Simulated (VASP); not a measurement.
# Ru (P6_3/mmc) in VASP: a series of runs

Ru is run at these levels: PBE; tasks: relaxation of shape and atoms at fixed volume, single point.

All numbers are computed with VASP 6.6.1; they aren't measurements. Logs are shortened: lines on timing, memory, paths and dates and some standing lists are left out, and cuts for length are marked.

**1. The cell of the first run**

Symmetry: P6_3/mmc, No. 194, hexagonal system. The conventional cell has a = 2.811 Å, b = 2.811 Å, c = 4.427 Å, α = 90.00°, β = 90.00°, γ = 120.00°. Ru (site symmetry -6m2) has 12 Ru at 2.74 to 2.81 Å within 3.6 Å.

**2. Relaxation of shape and atoms at fixed volume, PBE (volume scaled by 1.10)**

INCAR

```
  ALGO = Fast
  EDIFF = 1E-6
  EDIFFG = -0.01
  ENCUT = 600
  GGA = PE
  IBRION = 2
  ISIF = 4
  ISMEAR = 0
  LASPH = True
  LCHARG = False
  LREAL = False
  LWAVE = False
  NELM = 80
  NSW = 50
  PREC = Accurate
  SIGMA = 0.1
```

KPOINTS

```
k-points
0
Gamma
  18 18 10
```

POSCAR

```
Ru
1.0
    2.8105916769      0.0000000000      0.0000000000
   -1.4052958385      2.4340437919      0.0000000000
    0.0000000000      0.0000000000      4.4267505540
Ru
2
Direct
    0.3333333333      0.6666666667      0.2500000000
    0.6666666667      0.3333333333      0.7500000000
```

Potentials or basis: VASP PAW PBE potentials, release 64 (Ru_pv).

Started as:

```console
cat potpaw_PBE.64/Ru_pv/POTCAR > POTCAR
mpirun -np 1 vasp_std > vasp.out
```

OUTCAR:

```text
EDIFF = 1E-6
   EDIFFG = -0.01
   ENCUT = 600
   GGA = PE
   IBRION = 2
   ISIF = 4
   ISMEAR = 0
   LASPH = True
   LREAL = False
   NELM = 80
   NSW = 50
   PREC = Accurate

 ion  position               nearest neighbor table
   1  0.333  0.667  0.250-   2 2.74   2 2.74   2 2.74   2 2.74   2 2.74   2 2.74
   2  0.667  0.333  0.750-   1 2.74   1 2.74   1 2.74   1 2.74   1 2.74   1 2.74

  LATTYP: Found a hexagonal cell.
 ALAT       =     2.8105916769
 C/A-ratio  =     1.5750244300

  Lattice vectors:

 A1 = (   2.8105916769,   0.0000000000,   0.0000000000)
 A2 = (  -1.4052958385,   2.4340437919,   0.0000000000)
 A3 = (   0.0000000000,   0.0000000000,   4.4267505540)

Analysis of symmetry for initial positions (statically):
=====================================================================
 Subroutine PRICEL returns:
 Original cell was already a primitive cell.

 Routine SETGRP: Setting up the symmetry group for a
 hexagonal supercell.

 Subroutine GETGRP returns: Found 24 space group operations
 (whereof 12 operations were pure point group operations)
 out of a pool of 24 trial point group operations.

The static configuration has the point symmetry D_3d.
 The point group associated with its full space group is D_6h.

Analysis of symmetry for dynamics (positions and initial velocities):
=====================================================================
 Subroutine PRICEL returns:
 Original cell was already a primitive cell.

 Routine SETGRP: Setting up the symmetry group for a
 hexagonal supercell.

 Subroutine GETGRP returns: Found 24 space group operations
 (whereof 12 operations were pure point group operations)
 out of a pool of 24 trial point group operations.

The dynamic configuration has the point symmetry D_3d.
 The point group associated with its full space group is D_6h.

 Subroutine INISYM returns: Found 24 space group operations
 (whereof 12 operations are pure point group operations),
 and found     1 'primitive' translations

----------------------------------------------------------------------------------------

                                     Primitive cell

  volume of cell :      30.2839

  direct lattice vectors                    reciprocal lattice vectors
     2.810591677  0.000000000  0.000000000     0.355796969  0.205419476  0.000000000
    -1.405295839  2.434043792  0.000000000     0.000000000  0.410838952  0.000000000
     0.000000000  0.000000000  4.426750554     0.000000000  0.000000000  0.225899334

  length of vectors
     2.810591677  2.810591677  4.426750554     0.410838952  0.410838952  0.225899334

  position of ions in fractional coordinates (direct lattice)
     0.333333333  0.666666667  0.250000000
     0.666666667  0.333333333  0.750000000

  ion indices of the primitive-cell ions
   primitive index   ion index
                 1           1
                 2           2

----------------------------------------------------------------------------------------

 KPOINTS: k-points

Automatic generation of k-mesh.
 Grid dimensions read from file:
 generate k-points for:   18   18   10

 Generating k-lattice:

  Cartesian coordinates                     Fractional coordinates (reciprocal lattice)
     0.019766498  0.011412193  0.000000000     0.055555556  0.000000000  0.000000000
     0.000000000  0.022824386  0.000000000     0.000000000  0.055555556  0.000000000
     0.000000000  0.000000000  0.022589933     0.000000000  0.000000000  0.100000000

  Length of vectors
     0.022824386  0.022824386  0.022589933

  Shift w.r.t. Gamma in fractional coordinates (k-lattice)
     0.000000000  0.000000000  0.000000000

 Subroutine IBZKPT returns following result:
 ===========================================

 Found    222 irreducible k-points:

 Following reciprocal coordinates:
            Coordinates               Weight
  0.000000  0.000000  0.000000      1.000000
  0.055556 -0.000000  0.000000      6.000000
  0.111111 -0.000000  0.000000      6.000000
  0.166667  0.000000  0.000000      6.000000
  0.222222  0.000000  0.000000      6.000000
  0.277778 -0.000000  0.000000      6.000000
[... 16 lines left out ...]
  0.333333  0.111111  0.000000     12.000000
  0.388889  0.111111  0.000000     12.000000
 [... further k-points ...]
   k-points           NKPTS =    222   k-points in BZ     NKDIM =    222   number of bands    NBANDS=     18
   number of dos      NEDOS =    301   number of ions     NIONS =      2
   total plane-waves  NPLWV =  20736
   dimension x,y,z NGX =    24 NGY =   24 NGZ =   36
   dimension x,y,z NGXF=    48 NGYF=   48 NGZF=   72
   ions per type =               2
   NGX,Y,Z   is equivalent  to a cutoff of  14.20, 14.20, 13.52 a.u.
   NGXF,Y,Z  is equivalent  to a cutoff of  28.39, 28.39, 27.04 a.u.
 SYSTEM =  unknown system
   PREC   = accura    normal or accurate (medium, high low for compatibility)
   ISTART =      0    job   : 0-new  1-cont  2-samecut
   ICHARG =      2    charge: 1-file 2-atom 10-const
   ISPIN  =      1    spin polarized calculation?
   LNONCOLLINEAR =      F non collinear calculations
   LSORBIT =      F    spin-orbit coupling
   LASPH  =      T    aspherical Exc in radial PAW
   ENCUT  =  600.0 eV  44.10 Ry    6.64 a.u.   5.61  5.61  8.84*2*pi/ulx,y,z
   NELM   =     80;   NELMIN=  2; NELMDL= -5     # of ELM steps
   EDIFF  = 0.1E-05   stopping-criterion for ELM
   LREAL  =      F    real-space projection
   EDIFFG = -.1E-01   stopping-criterion for IOM
   NSW    =     50    number of steps for IOM
   IBRION =      2    ionic relax: 0-MD 1-quasi-New 2-CG
   NFREE  =      1    steps in history (QN), initial steepest desc. (CG)
   ISIF   =      4    stress and relaxation
   ISYM   =      2    0-nonsym 1-usesym 2-fastsym
   POTIM  = 0.5000    time-step for ionic-motion
   TEBEG  =    0.0;   TEEND  =   0.0 temperature during run
   PSTRESS=    0.0 pullay stress
   NELECT =      28.0000    total number of electrons
   NUPDOWN=      -1.0000    fix difference up-down
   EMIN   =  10.00;   EMAX   =-10.00  energy-range for DOS
   EFERMI =   0.00;   METHOD = LEGACY
   ISMEAR =     0;   SIGMA  =   0.10  broadening in eV -4-tet -1-fermi 0-gaus
   EFERMI_NEDOS =   21; number of points for ismear=-14 and -15
   IALGO  =     68    algorithm
   IMIX   =      4    mixing-type and parameters
     AMIX     =   0.40;   BMIX     =  1.00
     AMIX_MAG =   1.60;   BMIX_MAG =  1.00
  volume/ion in A,a.u.               =      15.14       102.18
  Fermi-wavevector in a.u.,A,eV,Ry     =   1.594864  3.013857 34.607678  2.543593
  Thomas-Fermi vector in A             =   2.692872
   LORBIT       =      0    0 simple, 1 ext, 2 COOP (PROOUT), +10 PAW based schemes
   GGA     = PE    functional components
   LHFCALC =     F    Hartree Fock is set to
   AEXX    =    0.0000 exact exchange contribution
   IVDW    =     0    specifies the selected vdW correction
   LEPSILON=     F    determine dielectric tensor
   LRPA    =     F    only Hartree local field effects (RPA)
 conjugate gradient relaxation of ions
 non-spin polarized calculation
 RMM-DIIS sequential band-by-band and
 Gauss-broadening in eV      SIGMA  =   0.10
  energy-cutoff  :      600.00
  volume of cell :       30.28
 maximum number of plane-waves:      1032
 NGX is ok and might be reduce to    24
   NGX = 11   NGY = 11   NGZ = 17

--------------------------------------- Ionic step        1  -------------------------------------------

 number of electron      27.9999995 magnetization

 Free energy of the ion-electron system (eV)
  ---------------------------------------------------
  ext. energy  EPLUGINS =         0.00000000
  ---------------------------------------------------
  free energy    TOTEN  =       -18.25027238 eV

  energy without entropy =      -18.23960969  energy(sigma->0) =      -18.24494104

------------------------ aborting loop because EDIFF is reached ----------------------------------------

  FORCE on cell =-STRESS in cart. coord.  units (eV):
  Direction    XX          YY          ZZ          XY          YZ          ZX
  --------------------------------------------------------------------------------------
  -------------------------------------------------------------------------------------
  Total       -4.4228375     -4.4228375     -4.5464014      0.0000000     -0.0000000     -0.0000000
  in kB     -233.9916562   -233.9916562   -240.5288467      0.0000000     -0.0000000     -0.0000000
  external PRESSURE =    -236.1707197 kB  Pullay stress =       0.0000000 kB

 VOLUME and BASIS-vectors are now :
 -----------------------------------------------------------------------------
  energy-cutoff  :      600.00
  volume of cell :       30.28
      direct lattice vectors                 reciprocal lattice vectors
     2.810591677  0.000000000  0.000000000     0.355796969  0.205419476  0.000000000
    -1.405295839  2.434043792  0.000000000     0.000000000  0.410838952  0.000000000
     0.000000000  0.000000000  4.426750554     0.000000000  0.000000000  0.225899334
[... 37 lines left out ...]
 POSITION                                       TOTAL-FORCE (eV/Angst)
 -----------------------------------------------------------------------------------
     -0.00000      1.62431      1.10449         0.000000     -0.000000      0.000000
      1.40669      0.81215      3.31347        -0.000000      0.000000      0.000000
 -----------------------------------------------------------------------------------
    total drift:                                0.000000     -0.000000      0.000000

  FREE ENERGIE OF THE ION-ELECTRON SYSTEM (eV)
  ---------------------------------------------------
  free  energy   TOTEN  =       -18.2503491045 eV

  energy  without entropy=      -18.2396664416  energy(sigma->0) =      -18.24500777

--------------------------------------- Ionic step        3  -------------------------------------------

 number of electron      27.9999996 magnetization

 Free energy of the ion-electron system (eV)
  ---------------------------------------------------
  ext. energy  EPLUGINS =         0.00000000
  ---------------------------------------------------
  free energy    TOTEN  =       -18.25036201 eV

  energy without entropy =      -18.23968141  energy(sigma->0) =      -18.24502171

 E-fermi :  10.9425     XC(G=0): -13.4513

 val. band max:       10.9402303257   @ k =   0.2778   0.1667   0.0000
 cond. band min:      10.9488963030   @ k =   0.2222   0.1111   0.1000
 fundamental gap:      0.0086659773
 Fermi energy:        10.9424705924

 k-point     1 :       0.0000    0.0000    0.0000
  band No.  band energies     occupation
      1     -32.3374      2.00000
      2     -31.6873      2.00000
      3     -31.6873      2.00000
      4     -31.5624      2.00000
      5     -31.5624      2.00000
      6     -31.5320      2.00000
[... 10 lines left out ...]
     17      11.9448      0.00000
     18      12.2322      0.00000
[... 463 lines left out ...]
 k-point    24 :       0.3889    0.1111    0.0000
  band No.  band energies     occupation
      1     -32.1549      2.00000
      2     -32.0268      2.00000
      3     -32.0038      2.00000
      4     -31.8687      2.00000
      5     -31.7399      2.00000
      6     -31.6787      2.00000
[... 10 lines left out ...]
     17      14.1501      0.00000
     18      17.4658      0.00000

 [... further k-points ...]
[... 5 lines left out ...]
  --------------------------------------------------------------------------------------
  -------------------------------------------------------------------------------------
  Total       -4.4737720     -4.4737720     -4.4676140      0.0000000      0.0000000     -0.0000000
  in kB     -236.6863633   -236.6863633   -236.3605734      0.0000000      0.0000000     -0.0000000
  external PRESSURE =    -236.5777666 kB  Pullay stress =       0.0000000 kB

 VOLUME and BASIS-vectors are now :
 -----------------------------------------------------------------------------
  energy-cutoff  :      600.00
  volume of cell :       30.28
      direct lattice vectors                 reciprocal lattice vectors
     2.812586527  0.000000000 -0.000000000     0.355544617  0.205273780 -0.000000000
    -1.406293264  2.435771383  0.000000000    -0.000000000  0.410547561  0.000000000
     0.000000000 -0.000000000  4.420473361     0.000000000 -0.000000000  0.226220117

 POSITION                                       TOTAL-FORCE (eV/Angst)
 -----------------------------------------------------------------------------------
     -0.00000      1.62385      1.10512         0.000000      0.000000      0.000000
      1.40629      0.81192      3.31536        -0.000000     -0.000000      0.000000
 -----------------------------------------------------------------------------------
    total drift:                                0.000000     -0.000000      0.000000

  FREE ENERGIE OF THE ION-ELECTRON SYSTEM (eV)
  ---------------------------------------------------
  free  energy   TOTEN  =       -18.2503620107 eV

  energy  without entropy=      -18.2396814139  energy(sigma->0) =      -18.24502171

 reached required accuracy - stopping structural energy minimisation
```

Run time: 3.5 min. Hardware: 1 thread of AMD EPYC 9R14 (Zen 4), shared host; peak memory 0.21 GiB.

What came out:

```yaml
Free_energy: -18.2504 eV
Energy_gained_by_relaxing: 0.0 meV/atom
Ionic_steps: 3
Pressure_after_relaxing: -23.7 GPa
Band_gap_on_the_k_mesh: zero (band 14 reaches 12.22 eV, above the bottom of band 15 at 9.56 eV)
```

Final structure:
```
CELL_PARAMETERS angstrom
2.81259 0.00000 0.00000
-1.40629 2.43577 0.00000
0.00000 0.00000 4.42047
ATOMIC_POSITIONS crystal
Ru 0.33333 0.66667 0.25000
Ru 0.66667 0.33333 0.75000
```

Levels at points of the mesh, in eV from the Fermi level:
```tsv
k point	band 11	band 12	band 13	band 14	band 15	band 16	band 17	band 18
(0.00, 0.00, 0.00)	-1.99	-1.61	-1.61	-1.22	-1.22	1.00	1.00	1.29
(0.50, 0.00, 0.00)	-1.75	-1.61	-1.28	1.15	1.51	1.61	3.51	5.36
(0.00, 0.00, 0.50)	-2.36	-2.36	-2.33	-2.33	0.45	0.45	0.45	0.45
(0.50, 0.00, 0.50)	-0.91	-0.91	0.39	0.39	1.37	1.37	3.02	3.02
```

Caveat: the cell differs from its parent crystal (volume scaled by 1.10).

**3. Single point, PBE**

This run uses another cell than the first one, of 13.77 Å³/atom, 0.909 times its volume.

INCAR

```
PREC = Accurate
ENCUT = 520
EDIFF = 1E-7
ISMEAR = 0
SIGMA = 0.1
LREAL = False
LASPH = True
NELM = 100
ALGO = Normal
ISIF = 2
LWAVE = False
LCHARG = False
GGA = PE
NBANDS = 21
```

KPOINTS

```
Automatic mesh
0
Gamma
  15 15 8
```

POSCAR

```
Ru
1.0
    2.7200250909      0.0000000000      0.0000000000
   -1.3600125454      2.3556108276      0.0000000000
    0.0000000000      0.0000000000      4.2967694966
Ru
2
Direct
    0.3333333333      0.6666666667      0.2500000000
    0.6666666667      0.3333333333      0.7500000000
```

Potentials or basis: VASP PAW PBE potentials, release 64 (Ru_pv).

Started as:

```console
cat potpaw_PBE.64/Ru_pv/POTCAR > POTCAR
mpirun -np 1 vasp_std > vasp.out
```

Run time: 44 s. Hardware: 1 thread of Intel Xeon Platinum 8259CL at 2.50GHz (Skylake/Cascade Lake), shared host; peak memory 0.18 GiB.

It converged, with:

```yaml
Free_energy: -18.4771 eV
Pressure: -0.1 GPa
Band_gap_on_the_k_mesh: zero (band 14 reaches 14.11 eV, above the bottom of band 15 at 11.10 eV)
```

Stress tensor (GPa, compression positive):
```
-0.10  0.00  0.00
 0.00 -0.10  0.00
 0.00  0.00 -0.20
```

Levels at points of the mesh, in eV from the Fermi level:
| k point | band 12 | band 13 | band 14 | band 15 | band 16 | band 17 |
| --- | --- | --- | --- | --- | --- | --- |
| (0.00, 0.00, 0.00) | -1.87 | -1.87 | -1.37 | -1.37 | 1.16 | 1.16 |
| (0.00, 0.00, 0.50) | -2.71 | -2.65 | -2.65 | 0.54 | 0.54 | 0.54 |
